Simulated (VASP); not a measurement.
# C18Se in VASP: single point with PBE

Aim: the single point of C18Se with PBE.

Everything below comes from runs of VASP 6.6.1. Logs are shortened: lines on timing, memory, paths and dates and some standing lists are left out, and cuts for length are marked.

### Step 1. The cell of the first run

The cell holds a slab with vacuum, 19 atoms: a = 7.398 Å, b = 7.398 Å, c = 13.000 Å, α = 90.00°, β = 90.00°, γ = 120.00°.

### Step 2. Single point, PBE

INCAR reads:

```
PREC = Accurate
ENCUT = 520
EDIFF = 1E-6
ISMEAR = -1
SIGMA = 0.05
LREAL = Auto
LASPH = True
NELM = 60
ALGO = Normal
ISIF = 2
LWAVE = False
LCHARG = False
GGA = PE
NBANDS = 54
```

KPOINTS reads:

```
regular mesh
0
Gamma
  2 2 1
```

POSCAR reads:

```
C18Se
1.0
    7.3980000000      0.0000000000      0.0000000000
   -3.6990000000      6.4068560000      0.0000000000
    0.0000000000      0.0000000000     13.0000000000
C Se
18 1
Direct
   -0.0068341497     -0.0041881697      0.0698112308
    0.2153910411      0.1069277973      0.0717352308
   -0.0062436942      0.3289757098      0.0740065385
    0.2153759009      0.4403990038      0.0724950769
   -0.0063326055      0.6630971572      0.0732546923
    0.2154252794      0.7732382310      0.0717557692
    0.3259257140     -0.0051961524      0.0727131538
    0.5467701039      0.1029784344      0.0783686923
    0.3257130439      0.3292379289      0.0735895385
    0.5470206144      0.4420901609      0.0796940769
    0.3263812656      0.6623197088      0.0728961538
    0.5480449394      0.7731731445      0.0713939231
    0.6592063982     -0.0051113994      0.0725165385
    0.8820238599      0.1070601556      0.0716140769
    0.6591423457      0.3284277031      0.0922003077
    0.8851557770      0.4418549441      0.0808666923
    0.6594909524      0.6628402449      0.0726360000
    0.8820348607      0.7734595565      0.0709402308
    0.6698294468      0.3425299398      0.2558775385
```

Potentials or basis: VASP PAW PBE potentials, release 64 (C, Se).

Command:

```bash
$ cat potpaw_PBE.64/C/POTCAR potpaw_PBE.64/Se/POTCAR > POTCAR
$ mpirun -np 1 vasp_std > vasp.out
```

OUTCAR:

```text
PREC = Accurate
   ENCUT = 520
   EDIFF = 1E-6
   ISMEAR = -1
   LREAL = Auto
   LASPH = True
   NELM = 60
   ISIF = 2
   GGA = PE

 ion  position               nearest neighbor table
   1  0.993  0.996  0.070-   2 1.42  18 1.42  14 1.43
   2  0.215  0.107  0.072-   1 1.42   9 1.42   7 1.43
   3  0.994  0.329  0.074-   4 1.42  16 1.42  14 1.42
   4  0.215  0.440  0.072-   9 1.42   3 1.42  11 1.42
   5  0.994  0.663  0.073-   6 1.42  16 1.42  18 1.42
   6  0.215  0.773  0.072-   7 1.42   5 1.42  11 1.42
   7  0.326  0.995  0.073-   8 1.42   6 1.42   2 1.43
   8  0.547  0.103  0.078-  13 1.42   7 1.42  15 1.46
   9  0.326  0.329  0.074-   4 1.42  10 1.42   2 1.42
  10  0.547  0.442  0.080-  17 1.42   9 1.42  15 1.46
  11  0.326  0.662  0.073-  12 1.42   6 1.42   4 1.42
  12  0.548  0.773  0.071-  11 1.42  13 1.42  17 1.42
  13  0.659  0.995  0.073-   8 1.42  12 1.42  14 1.43
  14  0.882  0.107  0.072-   3 1.42   1 1.43  13 1.43
  15  0.659  0.328  0.092-  16 1.46   8 1.46  10 1.46  19 2.13
  16  0.885  0.442  0.081-   5 1.42   3 1.42  15 1.46
  17  0.659  0.663  0.073-  10 1.42  12 1.42  18 1.43
  18  0.882  0.773  0.071-   5 1.42   1 1.42  17 1.43
  19  0.670  0.343  0.256-  15 2.13

  LATTYP: Found a hexagonal cell.
 ALAT       =     7.3980000000
 C/A-ratio  =     1.7572316842

  Lattice vectors:

 A1 = (   7.3980000000,   0.0000000000,   0.0000000000)
 A2 = (  -3.6990000000,   6.4068560000,   0.0000000000)
 A3 = (   0.0000000000,   0.0000000000,  13.0000000000)

Analysis of symmetry for initial positions (statically):
=====================================================================
 Subroutine PRICEL returns:
 Original cell was already a primitive cell.

 Routine SETGRP: Setting up the symmetry group for a
 hexagonal supercell.

 Subroutine GETGRP returns: Found  1 space group operations
 (whereof  1 operations were pure point group operations)
 out of a pool of 24 trial point group operations.

The static configuration has the point symmetry C_1 .

Analysis of symmetry for dynamics (positions and initial velocities):
=====================================================================
 Subroutine PRICEL returns:
 Original cell was already a primitive cell.

[... 120 lines left out ...]
   EDIFF  = 0.1E-05   stopping-criterion for ELM
   LREAL  =      T    real-space projection
   EDIFFG = 0.1E-04   stopping-criterion for IOM
   NSW    =      0    number of steps for IOM
   IBRION =     -1    ionic relax: 0-MD 1-quasi-New 2-CG
   NFREE  =      0    steps in history (QN), initial steepest desc. (CG)
   ISIF   =      2    stress and relaxation
   ISYM   =      2    0-nonsym 1-usesym 2-fastsym
   POTIM  = 0.5000    time-step for ionic-motion
   TEBEG  =    0.0;   TEEND  =   0.0 temperature during run
   PSTRESS=    0.0 pullay stress
   NELECT =      78.0000    total number of electrons
   NUPDOWN=      -1.0000    fix difference up-down
   EMIN   =  10.00;   EMAX   =-10.00  energy-range for DOS
   EFERMI =   0.00;   METHOD = LEGACY
   ISMEAR =    -1;   SIGMA  =   0.05  broadening in eV -4-tet -1-fermi 0-gaus
   EFERMI_NEDOS =   21; number of points for ismear=-14 and -15
   IALGO  =     38    algorithm
   IMIX   =      4    mixing-type and parameters
     AMIX     =   0.40;   BMIX     =  1.00
     AMIX_MAG =   1.60;   BMIX_MAG =  1.00
  volume/ion in A,a.u.               =      32.43       218.85
  Fermi-wavevector in a.u.,A,eV,Ry     =   0.822001  1.553356  9.193253  0.675685
  Thomas-Fermi vector in A             =   1.933259
   LORBIT       =      0    0 simple, 1 ext, 2 COOP (PROOUT), +10 PAW based schemes
   GGA     = PE    functional components
   LHFCALC =     F    Hartree Fock is set to
   AEXX    =    0.0000 exact exchange contribution
   IVDW    =     0    specifies the selected vdW correction
   LEPSILON=     F    determine dielectric tensor
   LRPA    =     F    only Hartree local field effects (RPA)
 non-spin polarized calculation
  energy-cutoff  :      520.00
  volume of cell :      616.17
 maximum number of plane-waves:     16651
 NGX is ok and might be reduce to    56
   NGX = 27   NGY = 27   NGZ = 49

 number of electron      77.9999998 magnetization

 Free energy of the ion-electron system (eV)
  ---------------------------------------------------
  ext. energy  EPLUGINS =         0.00000000
  ---------------------------------------------------
  free energy    TOTEN  =      -166.74417482 eV

  energy without entropy =     -166.70453463  energy(sigma->0) =     -166.72435473

 E-fermi :  -1.9164     XC(G=0):  -3.8767

 val. band max:       -1.9633325509   @ k =   0.0000   0.0000   0.0000
 cond. band min:      -1.8297076550   @ k =   0.0000   0.0000   0.0000
 fundamental gap:      0.1336248959
 Fermi energy:        -1.9163618645

 k-point     1 :       0.0000    0.0000    0.0000
  band No.  band energies     occupation
      1     -21.6589      2.00000
      2     -19.3452      2.00000
      3     -19.0718      2.00000
      4     -19.0671      2.00000
      5     -18.9787      2.00000
      6     -18.9713      2.00000
[... 205 lines left out ...]
     50       3.8298      0.00000
     51       4.1542      0.00000
 [bands above 51 left out]

------------------------ aborting loop because EDIFF is reached ----------------------------------------

  FORCE on cell =-STRESS in cart. coord.  units (eV):
  Direction    XX          YY          ZZ          XY          YZ          ZX
  --------------------------------------------------------------------------------------
  -------------------------------------------------------------------------------------
  Total        2.3520953      2.4854084     -0.1070988      0.0604888     -0.0522344      0.0685278
  in kB        6.1159349      6.4625767     -0.2784790      0.1572833     -0.1358203      0.1781866
  external PRESSURE =       4.1000109 kB  Pullay stress =       0.0000000 kB

 VOLUME and BASIS-vectors are now :
 -----------------------------------------------------------------------------
  energy-cutoff  :      520.00
  volume of cell :      616.17
      direct lattice vectors                 reciprocal lattice vectors
     7.398000000  0.000000000  0.000000000     0.135171668  0.078041398  0.000000000
    -3.699000000  6.406856000  0.000000000     0.000000000  0.156082796  0.000000000
     0.000000000  0.000000000 13.000000000     0.000000000  0.000000000  0.076923077

 POSITION                                       TOTAL-FORCE (eV/Angst)
 -----------------------------------------------------------------------------------
      3.66393      6.38002      0.90755        -0.009080      0.013101     -0.000732
      1.19794      0.68507      0.93256        -0.020944      0.019889     -0.001599
      6.13493      2.10770      0.96209        -0.018952      0.002296      0.001398
     -0.03569      2.82157      0.94244         0.009779     -0.005928      0.000063
      4.89836      4.24837      0.95231         0.014123     -0.007618      0.005871
     -1.26649      4.95403      0.93282        -0.001851     -0.022814      0.002240
[... 11 lines left out ...]
      3.66427      4.95544      0.92222        -0.009361     -0.009247     -0.004900
      3.68838      2.19454      3.32641         0.028374     -0.023589      0.012364
 -----------------------------------------------------------------------------------
    total drift:                                0.001831     -0.001529      0.012079

  FREE ENERGIE OF THE ION-ELECTRON SYSTEM (eV)
  ---------------------------------------------------
  free  energy   TOTEN  =      -166.7441748182 eV

  energy  without entropy=     -166.7045346331  energy(sigma->0) =     -166.72435473
```

stdout:

```text
POSCAR found type information on POSCAR C Se
 POSCAR found :  2 types and      19 ions
 scaLAPACK will be used
 LDA part: xc-table for (Slater+PW92), standard interpolation
 POSCAR, INCAR and KPOINTS ok, starting setup
 FFT: planning ... GRIDC
 FFT: planning ... GRID_SOFT
 FFT: planning ... GRID
 WAVECAR not read
 entering main loop
```

Wall time 2.7 min (1 thread of Intel Xeon 6975P-C (Granite Rapids), shared host); peak memory 0.63 GiB.

Results:

- Free energy: -166.7442 eV
- Largest force: 0.039 eV/Å
- Band gap on the k mesh: 0.13 eV

Forces on the atoms (eV/Å):
```
C   -0.009  0.013 -0.001
C   -0.021  0.020 -0.002
C   -0.019  0.002  0.001
C    0.010 -0.006  0.000
C    0.014 -0.008  0.006
C   -0.002 -0.023  0.002
C    0.016  0.010  0.000
C    0.002 -0.005  0.000
C   -0.011 -0.016  0.000
C    0.008  0.007 -0.010
C   -0.018  0.019  0.005
C    0.014 -0.027 -0.005
C   -0.017  0.025 -0.005
C    0.018  0.000 -0.001
C    0.000 -0.004 -0.006
C    0.001  0.006  0.008
C   -0.006  0.020 -0.001
C   -0.009 -0.009 -0.005
Se   0.028 -0.024  0.012
```

Levels at points of the mesh, in eV from the valence-band top:
```tsv
k point	band 37	band 38	band 39	band 40	band 41	band 42
(0.00, 0.00, 0.00)	-0.89	-0.81	0.00	0.13	0.21	1.56
(0.50, 0.00, 0.00)	-2.48	-0.58	-0.55	0.20	1.91	2.40
(0.00, 0.50, 0.00)	-2.47	-0.62	-0.54	0.25	1.87	2.42
(0.50, 0.50, 0.00)	-2.48	-0.58	-0.56	0.22	1.89	2.41
```

Caveat: the k points lie up to 0.49 Å⁻¹ apart.
